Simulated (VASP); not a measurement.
Input of a VASP 6.6.1 run:

The input INCAR:

```
SYSTEM = Zr
ALGO = Normal
EDIFF = 1E-6
ENCUT = 520
GGA = PE
ISIF = 2
ISMEAR = -1
LASPH = .TRUE.
LCHARG = .TRUE.
LELF = .TRUE.
LREAL = .FALSE.
LVHAR = .TRUE.
LWAVE = .FALSE.
NBANDS = 12
NELM = 80
PREC = Accurate
SIGMA = 0.08
```

File KPOINTS:

```
k-points
0
G
  14 14 14
  0 0 0
```

Contents of POSCAR:

```
Zr
1.0
   -1.8396774058      1.8396774058      1.8396774058
    1.8396774058     -1.8396774058      1.8396774058
    1.8396774058      1.8396774058     -1.8396774058
Zr
1
Direct
    0.0000000000      0.0000000000      0.0000000000
```

Potentials or basis: VASP PAW PBE potentials, release 64 (Zr_sv).

Command:

```sh
$ cat potpaw_PBE.64/Zr_sv/POTCAR > POTCAR
$ mpirun -np 1 vasp_std > vasp.out
```

(1) What does it give for the band gap on the k mesh?

(2) Estimate the pressure.

Answers

(1) zero (band 6 reaches 9.07 eV, above the bottom of band 7 at 7.39 eV).

(2) -6.5 GPa.
